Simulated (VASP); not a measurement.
# AlN (P6_3mc) in VASP: a series of runs, part 2 of 2

VASP 6.6.1. The steps go on from the part before.

## 4. Single point, PBE (volume scaled by 0.94, then relaxed in part)

INCAR

```
SYSTEM = AlN
ALGO = Normal
EDIFF = 1E-7
ENCUT = 520
GGA = PE
ISIF = 2
ISMEAR = 0
LASPH = .TRUE.
LCHARG = .TRUE.
LELF = .TRUE.
LREAL = .FALSE.
LVHAR = .TRUE.
LWAVE = .FALSE.
NBANDS = 16
NELM = 80
PREC = Accurate
SIGMA = 0.02
```

KPOINTS

```
k-points
0
G
  9 9 6
  0 0 0
```

POSCAR

```
AlN
1.0
    3.0708416764      0.0000000000      0.0000000000
   -1.5354208382      2.6594269028      0.0000000000
    0.0000000000      0.0000000000      4.9011393628
Al N
2 2
Direct
    0.3333333333      0.6666666667     -0.0014092446
    0.6666666667      0.3333333333      0.4985907554
    0.3333333333      0.6666666667      0.3814092446
    0.6666666667      0.3333333333      0.8814092446
```

Potentials or basis: VASP PAW PBE potentials, release 64 (Al, N).

Command:

```sh
$ cat potpaw_PBE.64/Al/POTCAR potpaw_PBE.64/N/POTCAR > POTCAR
$ mpirun -np 1 vasp_std > vasp.out
```

OUTCAR:

```text
SYSTEM = AlN
   EDIFF = 1E-7
   ENCUT = 520
   GGA = PE
   ISIF = 2
   ISMEAR = 0
   LASPH = .TRUE.
   LREAL = .FALSE.
   NELM = 80
   PREC = Accurate

 ion  position               nearest neighbor table
   1  0.333  0.667  0.999-   4 1.86   4 1.86   4 1.86   3 1.88   2 3.02   2 3.02   2 3.02   2 3.02
                             2 3.02   2 3.02
   2  0.667  0.333  0.499-   3 1.86   3 1.86   3 1.86   4 1.88   1 3.02   1 3.02   1 3.02   1 3.02
                             1 3.02   1 3.02
   3  0.333  0.667  0.381-   2 1.86   2 1.86   2 1.86   1 1.88
   4  0.667  0.333  0.881-   1 1.86   1 1.86   1 1.86   2 1.88

  LATTYP: Found a hexagonal cell.
 ALAT       =     3.0708416764
 C/A-ratio  =     1.5960247643

  Lattice vectors:

 A1 = (   3.0708416764,   0.0000000000,   0.0000000000)
 A2 = (  -1.5354208382,   2.6594269028,   0.0000000000)
 A3 = (   0.0000000000,   0.0000000000,   4.9011393628)

Analysis of symmetry for initial positions (statically):
=====================================================================
 Subroutine PRICEL returns:
 Original cell was already a primitive cell.

[... 180 lines left out ...]
 fundamental gap:      4.5622369759
 Fermi energy:         6.7570245519

 k-point     1 :       0.0000    0.0000    0.0000
  band No.  band energies     occupation
      1      -8.8782      2.00000
      2      -6.5828      2.00000
      3       0.3976      2.00000
      4       5.6656      2.00000
      5       5.6656      2.00000
      6       6.3349      2.00000
[... 433 lines left out ...]
      3       1.6746      2.00000
      4       2.3102      2.00000
      5       2.3102      2.00000
      6       3.7760      2.00000
[... 8 lines left out ...]
     15      19.8955      0.00000
     16      22.2326      0.00000

 [... further k-points ...]

------------------------ aborting loop because EDIFF is reached ----------------------------------------

  FORCE on cell =-STRESS in cart. coord.  units (eV):
  Direction    XX          YY          ZZ          XY          YZ          ZX
  --------------------------------------------------------------------------------------
  -------------------------------------------------------------------------------------
  Total        3.2934509      3.2934509      3.3041702      0.0000000      0.0000000      0.0000000
  in kB      131.8315151    131.8315151    132.2605912      0.0000000      0.0000000      0.0000000
  external PRESSURE =     131.9745405 kB  Pullay stress =       0.0000000 kB

 VOLUME and BASIS-vectors are now :
 -----------------------------------------------------------------------------
  energy-cutoff  :      520.00
  volume of cell :       40.03
      direct lattice vectors                 reciprocal lattice vectors
     3.070841676  0.000000000  0.000000000     0.325643620  0.188010432  0.000000000
    -1.535420838  2.659426903  0.000000000     0.000000000  0.376020863  0.000000000
     0.000000000  0.000000000  4.901139363     0.000000000  0.000000000  0.204034190

 POSITION                                       TOTAL-FORCE (eV/Angst)
 -----------------------------------------------------------------------------------
     -0.00000      1.77295      4.89423        -0.000000      0.000000      0.000676
      1.53542      0.88648      2.44366         0.000000     -0.000000      0.000676
     -0.00000      1.77295      1.86934        -0.000000      0.000000     -0.000676
      1.53542      0.88648      4.31991        -0.000000      0.000000     -0.000676
 -----------------------------------------------------------------------------------
    total drift:                                0.000000      0.000000      0.000202

  FREE ENERGIE OF THE ION-ELECTRON SYSTEM (eV)
  ---------------------------------------------------
  free  energy   TOTEN  =       -29.6813017143 eV

  energy  without entropy=      -29.6813017143  energy(sigma->0) =      -29.68130171
```

OSZICAR:

```text
N       E                     dE             d eps       ncg     rms          rms(c)
DAV:   1     0.408902407522E+02    0.40890E+02   -0.73353E+03  1544   0.896E+02
DAV:   2    -0.313569633508E+02   -0.72247E+02   -0.67226E+02  2088   0.191E+02
DAV:   3    -0.345804718700E+02   -0.32235E+01   -0.32167E+01  1976   0.419E+01
DAV:   4    -0.345995339435E+02   -0.19062E-01   -0.19061E-01  1888   0.357E+00
DAV:   5    -0.345997817883E+02   -0.24784E-03   -0.24784E-03  1952   0.411E-01    0.125E+01
DAV:   6    -0.296781230870E+02    0.49217E+01   -0.10636E+01  1832   0.239E+01    0.429E+00
DAV:   7    -0.296932319058E+02   -0.15109E-01   -0.73538E-01  1672   0.603E+00    0.302E+00
DAV:   8    -0.296855004186E+02    0.77315E-02   -0.57591E-02  1688   0.219E+00    0.537E-01
DAV:   9    -0.296807813531E+02    0.47191E-02   -0.12047E-02  2032   0.813E-01    0.236E-01
DAV:  10    -0.296813738208E+02   -0.59247E-03   -0.21008E-03  1664   0.291E-01    0.126E-01
DAV:  11    -0.296812990156E+02    0.74805E-04   -0.16897E-04  1816   0.101E-01    0.301E-02
DAV:  12    -0.296813018860E+02   -0.28704E-05   -0.10781E-05  1696   0.262E-02    0.731E-03
DAV:  13    -0.296813017062E+02    0.17978E-06   -0.36524E-06  1848   0.150E-02    0.515E-03
DAV:  14    -0.296813017143E+02   -0.80888E-08   -0.28558E-07  1760   0.457E-03
   1 F= -.29681302E+02 E0= -.29681302E+02  d E =-.110516E-30
```

It took 39 s on 1 thread of AMD EPYC 7R43 (Zen 3), shared host; peak memory 0.13 GiB.

What came out:

```
Free energy            : -29.6813 eV
Pressure               : 13.2 GPa
Band gap on the k mesh : 4.56 eV, direct
```

 A k mesh can miss the band edges.

## 5. The runs side by side

| cell | gap on the mesh (eV) | pressure (GPa) | largest force (eV/Å) |
| --- | --- | --- | --- |
| a = 3.011, b = 3.011, c = 4.771 Å, angles 90.0, 90.0, 120.0°, 4 atoms | 5.07 | 31.3 | 0.01 |
| a = 3.041, b = 3.041, c = 4.838 Å, angles 90.0, 90.0, 120.0°, 4 atoms | 4.84 | 21.6 | 0.01 |
| a = 3.071, b = 3.071, c = 4.901 Å, angles 90.0, 90.0, 120.0°, 4 atoms | 4.56 | 13.2 | - |

Alike in all rows: task single point; level PBE; potentials or basis VASP PAW PBE potentials, release 64 (Al, N); no spin polarisation; k mesh 9 × 9 × 6; cutoff (eV) 520; smearing gaussian 0.02 eV.

Absolute energies hang on the potentials; compare differences alone.
